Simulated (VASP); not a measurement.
Set up this calculation in VASP 6.6.1, as the native input.

| Quantity | Value |
| --- | --- |
| Task | single point |
| Functional | PBE |
| Potentials or basis | VASP PAW PBE potentials, release 64 (Na_pv, Te) |
| Cutoff | 520 eV |
| k mesh | 6 × 4 × 4 |
| Occupations | gaussian, width 0.2 eV |
| Spin | no spin polarisation |
| Dipole correction | no |
| Further INCAR settings | ALGO = Fast; EDIFF = 1e-06; NBANDS = 28 |

The structure of NaTe2 lies in POSCAR:

```
NaTe2
1.0
    0.0000000000      4.4967064717      0.0000000000
    0.0000000000      0.0000000000      4.9854685470
    8.9934129434      0.0000000000      0.0000000000
Na Te
2 4
Direct
    0.5000000000      0.0000000000      0.2500000000
    0.5000000000      0.0000000000      0.7500000000
    0.0000000000      0.5000000000      0.2500000000
    0.0000000000      0.5000000000      0.7500000000
    0.5000000000      0.5000000000      0.5000000000
    0.5000000000      0.5000000000      0.0000000000
```

These files were run (other wordings do the same):

INCAR

```
  PREC = Accurate
  ENCUT = 520
  EDIFF = 1E-6
  ISMEAR = 0
  SIGMA = 0.2
  LREAL = False
  LASPH = True
  NELM = 80
  ALGO = Fast
  ISIF = 2
  LWAVE = False
  LCHARG = False
  GGA = PE
  NBANDS = 28
```

KPOINTS

```
regular mesh
0
Gamma
  6 4 4
```

Potentials or basis: VASP PAW PBE potentials, release 64 (Na_pv, Te).

Launch:

```console
$ cat potpaw_PBE.64/Na_pv/POTCAR potpaw_PBE.64/Te/POTCAR > POTCAR
$ mpirun -np 1 vasp_std > vasp.out
```

It gave:

* Pressure: 0.1 GPa
* Band gap on the k mesh: zero (bands 19 and 20 overlap by 2.91 eV)

Caveat: spin-orbit coupling is left out, which moves the levels of the heavy elements.

Run time: 5 min on 1 thread of Oxide Virtual Turin-like Processor, on a shared host, peak memory 0.35 GiB.
